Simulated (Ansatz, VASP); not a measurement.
# Two plane-wave programs on CdTe

```
CELL_PARAMETERS angstrom
0.00000 3.20500 3.20500
3.20500 0.00000 3.20500
3.20500 3.20500 0.00000
ATOMIC_POSITIONS crystal
Te 0.75000 0.75000 0.75000
Cd 0.00000 0.00000 0.00000
```

Alike in both runs: functional r2SCAN0; k mesh 4 × 4 × 4; occupations fermi-dirac, width 0.05 eV; no spin polarisation.

```csv
,VASP,Ansatz
version,VASP 6.6.1,Ansatz 0.2.0
potentials or method,"VASP PAW PBE potentials, release 64 (Te, Cd)",Ansatz PAW
plane-wave cutoff (eV),520,500
valence electrons in the cell,18,36
task,single point,band structure
```

```csv
,VASP,Ansatz,Ansatz less VASP
gap on the k mesh at the Fermi level (eV),2.67,2.71,+0.039
least direct gap on the mesh (eV),2.67,2.71,+0.039
pressure (GPa),2.8,2.9,+0.10
```

VASP's potentials were made for PBE, not for r2SCAN0. VASP's potentials hold 18 valence electrons a cell and Ansatz's 36, so a difference there can come from the potentials and not from the codes.

The k mesh is coarse, so the values compare programs but aren't converged. Neither program's run includes spin-orbit coupling.
